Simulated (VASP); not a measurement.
Write the native input for VASP 6.6.1 that does the following.

- Task: single point
- Functional: PBEsol
- Potentials or basis: VASP PAW PBE potentials, release 64 (Hf_pv, C)
- Cutoff: 520 eV
- k mesh: 15 × 15 × 15
- Occupations: fermi-dirac, width 0.05 eV
- Spin: no spin polarisation
- Dipole correction: no
- Further INCAR settings: ALGO = Normal; EDIFF = 1e-06; NBANDS = 14

The structure of HfC lies in POSCAR:

```
HfC
1.0
    0.0000000000      2.2785000000      2.3250000000
    2.2785000000      0.0000000000      2.3250000000
    2.2785000000      2.2785000000      0.0000000000
Hf C
1 1
Direct
    0.5000000000      0.5000000000      0.5000000000
    0.0000000000      0.0000000000      0.0000000000
```

This cell differs from its parent crystal: equal xx and yy strain of -2 %.

One way to write it, as run:

INCAR

```
SYSTEM = HfC
PREC = Accurate
ENCUT = 520
EDIFF = 1E-6
ISMEAR = -1
SIGMA = 0.05
LREAL = .FALSE.
LASPH = .TRUE.
NELM = 80
ALGO = Normal
ISIF = 2
LWAVE = .FALSE.
LCHARG = .FALSE.
GGA = PS
NBANDS = 14
```

KPOINTS

```
regular mesh
0
G
  15 15 15
  0 0 0
```

Potentials or basis: VASP PAW PBE potentials, release 64 (Hf_pv, C).

Launch:

```bash
$ cat potpaw_PBE.64/Hf_pv/POTCAR potpaw_PBE.64/C/POTCAR > POTCAR
$ mpirun -np 1 vasp_std > vasp.out
```

It gave:

The pressure is 3.1 GPa and the band gap on the k mesh is zero (band 7 reaches 7.21 eV, above the bottom of band 8 at 5.67 eV).

Caveat: the cell differs from its parent crystal (equal xx and yy strain of -2 %); the PAW data sets were made with another functional, which shifts forces and pressure a little; spin-orbit coupling is left out, which moves the levels of the heavy elements.

Run time: 100 s on 1 thread of AMD EPYC 7R13, with other jobs on the host, peak memory 0.19 GiB.
